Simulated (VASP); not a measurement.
Wanted: the native input for a VASP 6.6.1 run.

* Task: single point
* Functional: B3LYP
* Potentials or basis: VASP PAW PBE potentials, release 64 (Ti_sv, B)
* Cutoff: 520 eV
* k mesh: 5 × 5 × 4
* Occupations: fermi-dirac, width 0.05 eV
* Spin: no spin polarisation
* Dipole correction: no
* Grid for exact exchange (PRECFOCK): Normal
* Further INCAR settings: ALGO = Normal; EDIFF = 1e-06; NBANDS = 16
* Share of exact exchange: 0.2

TiB2:

```
Ti B
1.0
     3.02920    0.00000    0.00000
    -1.51460    2.62336    0.00000
     0.00000    0.00000    3.22840
Ti B
1 2
Direct
  0.00000 0.00000 0.00000
  0.66667 0.33333 0.50000
  0.33333 0.66667 0.50000
```

The input as run:

POSCAR

```
TiB2
1.0
    3.0292000000      0.0000000000      0.0000000000
   -1.5146000000      2.6233641531      0.0000000000
    0.0000000000      0.0000000000      3.2284000000
Ti B
1 2
Direct
    0.0000000000      0.0000000000      0.0000000000
    0.6666666667      0.3333333333      0.5000000000
    0.3333333333      0.6666666667      0.5000000000
```

INCAR.step1

```
SYSTEM = TiB2
PREC = Accurate ; ENCUT = 520
EDIFF = 1E-5 ; ISMEAR = -1
SIGMA = 0.05 ; LREAL = .FALSE.
LASPH = .TRUE. ; NELM = 60
ALGO = Normal ; ISIF = 2
LWAVE = .TRUE. ; GGA = PE
NBANDS = 16
```

INCAR.step2

```
SYSTEM = TiB2
PREC = Accurate ; ENCUT = 520
EDIFF = 1E-6 ; ISMEAR = -1
SIGMA = 0.05 ; LREAL = .FALSE.
LASPH = .TRUE. ; NELM = 60
ALGO = Normal ; ISIF = 2
LWAVE = .FALSE. ; LCHARG = .TRUE.
GGA = B3 ; LHFCALC = .TRUE.
AEXX = 0.2 ; AGGAX = 0.72
AGGAC = 0.81 ; ALDAC = 0.19
PRECFOCK = Normal ; LELF = .TRUE.
LVHAR = .TRUE. ; ISTART = 1
NBANDS = 16
```

KPOINTS

```
regular mesh
0
G
  5 5 4
  0 0 0
```

Potentials or basis: VASP PAW PBE potentials, release 64 (Ti_sv, B).

Command:

```sh
$ cat potpaw_PBE.64/Ti_sv/POTCAR potpaw_PBE.64/B/POTCAR > POTCAR
$ cp INCAR.step1 INCAR
$ mpirun -np 1 vasp_std > vasp.out
$ cp INCAR.step2 INCAR
$ mpirun -np 1 vasp_std > vasp.out
```

It gave:

- Pressure: 0.5 GPa
- Band gap on the k mesh: zero (bands 9 and 10 overlap by 1.21 eV)

Caveat: the k points lie up to 0.49 Å⁻¹ apart, too coarse for converged energies and pressures of a metal; the PAW data sets were made with another functional, which shifts forces and pressure a little.

It took 12 min on 1 thread of Intel(R) Xeon(R) Platinum 8259CL CPU @ 2.50GHz (Skylake/Cascade Lake), with other jobs on the host, peak memory 0.15 GiB.
